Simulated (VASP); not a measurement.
# Mo3N (Pm-3m) in VASP: notebook, part 2 of 2

VASP 6.6.1. The steps go on from the part before.

**6. Relaxation of cell and atoms, PBE**

INCAR

```
SYSTEM = Mo3N
PREC = Accurate
ENCUT = 600
EDIFF = 1E-6
ISMEAR = 0
SIGMA = 0.1
LREAL = .False.
LASPH = .True.
NELM = 60
ALGO = Normal
ISIF = 3
LWAVE = .False.
LCHARG = .False.
GGA = PE
IBRION = 2
NSW = 100
EDIFFG = -0.01
```

KPOINTS

```
regular mesh
0
Gamma
  12 12 12
  0 0 0
```

POSCAR

```
Mo3N
1.0
    3.7990893360      0.0000000000      0.0000000000
    0.0000000000      3.7990893360      0.0000000000
    0.0000000000      0.0000000000      3.7990893360
Mo N
3 1
Direct
    0.0000000000      0.5000000000      0.5000000000
    0.5000000000      0.0000000000      0.5000000000
    0.5000000000      0.5000000000      0.0000000000
    0.0000000000      0.0000000000      0.0000000000
```

Potentials or basis: VASP PAW PBE potentials, release 64 (Mo_sv, N).

The run is started by

```
cat potpaw_PBE.64/Mo_sv/POTCAR potpaw_PBE.64/N/POTCAR > POTCAR
mpirun -np 1 vasp_std > vasp.out
```

OUTCAR:

```text
SYSTEM = Mo3N
   PREC = Accurate
   ENCUT = 600
   EDIFF = 1E-6
   ISMEAR = 0
   LREAL = .False.
   LASPH = .True.
   NELM = 60
   ISIF = 3
   GGA = PE
   IBRION = 2
   NSW = 100
   EDIFFG = -0.01

 ion  position               nearest neighbor table
   1  0.000  0.500  0.500-   2 2.69   3 2.69   3 2.69   2 2.69   2 2.69   3 2.69   3 2.69   2 2.69

   2  0.500  0.000  0.500-   1 2.69   3 2.69   3 2.69   1 2.69   3 2.69   3 2.69   1 2.69   1 2.69

   3  0.500  0.500  0.000-   1 2.69   2 2.69   1 2.69   2 2.69   2 2.69   2 2.69   1 2.69   1 2.69

   4  0.000  0.000  0.000-

  LATTYP: Found a simple cubic cell.
 ALAT       =     3.7990893360

  Lattice vectors:

 A1 = (   3.7990893360,   0.0000000000,   0.0000000000)
 A2 = (   0.0000000000,   3.7990893360,   0.0000000000)
 A3 = (   0.0000000000,   0.0000000000,   3.7990893360)

Analysis of symmetry for initial positions (statically):
=====================================================================
 Subroutine PRICEL returns:
 Original cell was already a primitive cell.

 Routine SETGRP: Setting up the symmetry group for a
 simple cubic supercell.

 Subroutine GETGRP returns: Found 48 space group operations
 (whereof 48 operations were pure point group operations)
 out of a pool of 48 trial point group operations.

The static configuration has the point symmetry O_h .

Analysis of symmetry for dynamics (positions and initial velocities):
=====================================================================
 Subroutine PRICEL returns:
 Original cell was already a primitive cell.

 Routine SETGRP: Setting up the symmetry group for a
 simple cubic supercell.

 Subroutine GETGRP returns: Found 48 space group operations
 (whereof 48 operations were pure point group operations)
[... 124 lines left out ...]
   IMIX   =      4    mixing-type and parameters
     AMIX     =   0.40;   BMIX     =  1.00
     AMIX_MAG =   1.60;   BMIX_MAG =  1.00
  volume/ion in A,a.u.               =      13.71        92.51
  Fermi-wavevector in a.u.,A,eV,Ry     =   1.555111  2.938733 32.903907  2.418369
  Thomas-Fermi vector in A             =   2.659099
   LORBIT       =      0    0 simple, 1 ext, 2 COOP (PROOUT), +10 PAW based schemes
   GGA     = PE    functional components
   LHFCALC =     F    Hartree Fock is set to
   AEXX    =    0.0000 exact exchange contribution
   IVDW    =     0    specifies the selected vdW correction
   LEPSILON=     F    determine dielectric tensor
   LRPA    =     F    only Hartree local field effects (RPA)
 conjugate gradient relaxation of ions
 non-spin polarized calculation
 Gauss-broadening in eV      SIGMA  =   0.10
  energy-cutoff  :      600.00
  volume of cell :       54.83
 maximum number of plane-waves:      1856
   NGX = 15   NGY = 15   NGZ = 15

--------------------------------------- Ionic step        1  -------------------------------------------

 number of electron      47.0000012 magnetization

 Free energy of the ion-electron system (eV)
  ---------------------------------------------------
  ext. energy  EPLUGINS =         0.00000000
  ---------------------------------------------------
  free energy    TOTEN  =       -36.74509529 eV

  energy without entropy =      -36.72925056  energy(sigma->0) =      -36.73717293

------------------------ aborting loop because EDIFF is reached ----------------------------------------

  FORCE on cell =-STRESS in cart. coord.  units (eV):
  Direction    XX          YY          ZZ          XY          YZ          ZX
  --------------------------------------------------------------------------------------
  -------------------------------------------------------------------------------------
  Total        0.1661594      0.1661594      0.1661594      0.0000000     -0.0000000      0.0000000
  in kB        4.8550858      4.8550858      4.8550858      0.0000000     -0.0000000      0.0000000
  external PRESSURE =       4.8550858 kB  Pullay stress =       0.0000000 kB
[... 63 lines left out ...]
--------------------------------------- Ionic step        3  -------------------------------------------

 number of electron      47.0000011 magnetization

 Free energy of the ion-electron system (eV)
  ---------------------------------------------------
  ext. energy  EPLUGINS =         0.00000000
  ---------------------------------------------------
  free energy    TOTEN  =       -36.74528168 eV

  energy without entropy =      -36.72936661  energy(sigma->0) =      -36.73732414

 E-fermi :  11.7985     XC(G=0): -13.1263

 val. band max:       11.7918925142   @ k =   0.3333   0.1667   0.0000
 cond. band min:      11.7988564349   @ k =   0.5000   0.4167   0.0833
 fundamental gap:      0.0069639207
 Fermi energy:        11.7985398219

 k-point     1 :       0.0000    0.0000    0.0000
  band No.  band energies     occupation
      1     -49.6084      2.00000
      2     -49.2041      2.00000
      3     -49.2041      2.00000
      4     -24.2092      2.00000
      5     -24.2092      2.00000
      6     -24.2092      2.00000
[... 733 lines left out ...]
     27      13.4241      0.00000
     28      13.5440      0.00000

 [... further k-points ...]
[... 5 lines left out ...]
  --------------------------------------------------------------------------------------
  -------------------------------------------------------------------------------------
  Total       -0.0001510     -0.0001510     -0.0001510     -0.0000000      0.0000000     -0.0000000
  in kB       -0.0044016     -0.0044016     -0.0044016     -0.0000000      0.0000000     -0.0000000
  external PRESSURE =      -0.0044016 kB  Pullay stress =       0.0000000 kB
[... 19 lines left out ...]
  FREE ENERGIE OF THE ION-ELECTRON SYSTEM (eV)
  ---------------------------------------------------
  free  energy   TOTEN  =       -36.7452816765 eV

  energy  without entropy=      -36.7293666097  energy(sigma->0) =      -36.73732414

 reached required accuracy - stopping structural energy minimisation
```

CONTCAR:

```text
Mo3N
   1.00000000000000
     3.8019028138231299    0.0000000000000000    0.0000000000000000
     0.0000000000000000    3.8019028138231299    0.0000000000000000
    -0.0000000000000000   -0.0000000000000000    3.8019028138231299
  Mo              N
     3     1
Direct
     0.0000000000000000    0.5000000000000000    0.5000000000000000
     0.5000000000000000    0.0000000000000000    0.5000000000000000
     0.5000000000000000    0.5000000000000000    0.0000000000000000
     0.0000000000000000    0.0000000000000000    0.0000000000000000

  0.00000000E+00  0.00000000E+00  0.00000000E+00
  0.00000000E+00  0.00000000E+00  0.00000000E+00
  0.00000000E+00  0.00000000E+00  0.00000000E+00
  0.00000000E+00  0.00000000E+00  0.00000000E+00
```

Wall time 1.8 min (1 thread of Intel Xeon 6975P-C (Granite Rapids), shared host); peak memory 0.26 GiB.

What came out:

```yaml
Free_energy: -36.7453 eV
Relaxed_volume: 13.74 Å³/atom
Relaxed_cell: a = 3.802 Å, b = 3.802 Å, c = 3.802 Å, α = 90.00°, β = 90.00°, γ = 90.00°
Space_group_after_relaxing_to_0.1_Å: Pm-3m (No. 221)
Energy_gained_by_relaxing: 0.0 meV/atom
Ionic_steps: 3
Pressure_after_relaxing: 0.0 GPa
Band_gap_on_the_k_mesh: zero (an odd number of electrons rules out a gap without spin polarisation)
```

The path:
```csv
step,energy change (eV),largest force (eV/Å),pressure (GPa),volume (Å³)
1,0.0000,0.0000,0.49,54.83
2,0.0003,0.0000,-0.80,55.16
3,-0.0002,0.0000,0.00,54.95
```

Final structure:
```
CELL_PARAMETERS angstrom
3.80190 0.00000 0.00000
0.00000 3.80190 0.00000
0.00000 0.00000 3.80190
ATOMIC_POSITIONS crystal
Mo 0.00000 0.50000 0.50000
Mo 0.50000 0.00000 0.50000
Mo 0.50000 0.50000 0.00000
N 0.00000 0.00000 0.00000
```

**7. The runs side by side**

```tsv
task	spin	cell	k mesh	cutoff (eV)	gap on the mesh (eV)	pressure (GPa)	relaxed volume (Å³/atom)
single point	off	a = 3.799 Å, 4 atoms	6 × 6 × 6	520	none	0.8	-
relaxation of cell and atoms	off	relaxed from a = 3.686 Å, 4 atoms	6 × 6 × 6	600	none	-0.1	13.76
single point	off	a = 3.800 Å, 4 atoms	12 × 12 × 12	520	none	0.5	-
single point	collinear	a = 3.686 Å, 4 atoms	6 × 6 × 6	520	none	24.3	-
relaxation of cell and atoms	off	relaxed from a = 3.799 Å, 4 atoms	12 × 12 × 12	600	none	0.0	13.74
```

Alike in all rows: level PBE; potentials or basis VASP PAW PBE potentials, release 64 (Mo_sv, N); smearing gaussian 0.1 eV.

Caveats: the cell stands under pressure (at least some runs).

Total energies depend on the potentials used, so only differences within one code and one set of settings carry meaning.
